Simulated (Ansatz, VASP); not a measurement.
TaN in VASP and in Ansatz

```xyz
2
Lattice="2.8949 0.0000 0.0000 -1.4474 2.5071 0.0000 0.0000 0.0000 2.9695" Properties=species:S:1:pos:R:3 pbc="T T T"
Ta    0.0000    1.6714    1.4847
N     0.0000    0.0000    0.0000
```

Change from the starting cell: z stretched by +3 % at fixed volume.

Alike in both runs: task single point; functional PBE; k mesh 12 × 12 × 10; occupations fermi-dirac, width 0.02 eV; no spin polarisation.

|  | VASP | Ansatz |
| --- | --- | --- |
| version | VASP 6.6.1 | Ansatz 0.2.0 |
| potentials or method | VASP PAW PBE potentials, release 64 (Ta_pv, N), cutoff 520 eV | all-electron LAPW, scalar-relativistic |

Ansatz gave:

- pressure (GPa): 4.1
- traceless stress, the component that is largest in VASP (GPa): -17.94

**Question.** Which values does VASP return?

**Answer.** Pressure (GPa): 4.6; traceless stress, the component that is largest in VASP (GPa): -17.89.

Ansatz ran all-electron here, and VASP with PAW potentials.

Spin-orbit coupling is off throughout.
